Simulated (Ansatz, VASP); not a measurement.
**CuO in VASP and in Ansatz**

File INCAR:

```
PREC = Accurate
ENCUT = 520
EDIFF = 1E-6
ISMEAR = -1
SIGMA = 0.05
LREAL = F
LASPH = T
NELM = 100
ALGO = Normal
ISIF = 2
LWAVE = F
LCHARG = T
GGA = CA
LELF = T
LVHAR = T
NBANDS = 25
```

Contents of KPOINTS:

```
Automatic mesh
0
Gamma
  10 10 5
```

File POSCAR:

```
CuO
1.0
    0.1896038200     -2.1722883700     -2.0431441000
   -2.0197235200      0.1062952100     -1.9598354900
    2.3832003700      2.2858393900     -4.3894430400
Cu O
2 2
Direct
    0.4562322400      0.5306856300      0.4854117400
    0.9742842800      0.9858673900      0.0243612000
    0.8016626700      0.7447211200      0.7392802400
    0.2678208100      0.2387258700      0.2509468100
```

input.yaml

```yaml
crystal:
  lattice:
    - [0.18960382, -2.17228837, -2.0431441]
    - [-2.01972352, 0.10629521, -1.95983549]
    - [2.38320037, 2.28583939, -4.38944304]
  atoms:
    - { symbol: Cu, position: [0.45623224, 0.53068563, 0.48541174] }
    - { symbol: Cu, position: [0.97428428, 0.98586739, 0.0243612] }
    - { symbol: O, position: [0.80166267, 0.74472112, 0.73928024] }
    - { symbol: O, position: [0.26782081, 0.23872587, 0.25094681] }
hamiltonian:
  xc: lda
  pseudopotentials: { kind: paw }
kpoints:
  mp_grid: { grid: [10, 10, 5] }
scf:
  occupations: { method: fermi_dirac, width: 0.05 }
output:
  forces: true
  stress: true
  eigenvalues: true
  write_density: true
  write_potential: true
  elf: true
  volumetric_format: npy
```

Alike in both runs: task single point; functional LDA; k mesh 10 × 10 × 5; occupations fermi-dirac, width 0.05 eV; no spin polarisation.

|  | VASP | Ansatz |
| --- | --- | --- |
| version | VASP 6.6.1 | Ansatz 0.2.0 |
| potentials or method | VASP PAW LDA potentials, release 64 (Cu, O) | Ansatz PAW |
| plane-wave cutoff (eV) | 520 | 420 |
| valence electrons in the cell | 34 | 50 |

```csv
,VASP,Ansatz,Ansatz less VASP
gap on the k mesh at the Fermi level (eV),none,none,-
pressure (GPa),-18.2,-18.6,-0.42
"traceless stress, the component that is largest in VASP (GPa)",8.17,8.17,-0.006
rms of the force components (eV/Å),0.611,0.600,-0.0117
```

LDA's correlation is that of Perdew and Zunger in VASP and of Perdew and Wang (1992) in Ansatz. Atom by atom the forces differ by 0.016 eV/Å (rms over components). A gap of «none» marks a metal or a gap that the smearing closes. VASP's potentials hold 34 valence electrons a cell and Ansatz's 50, so a difference there can come from the potentials and not from the codes.
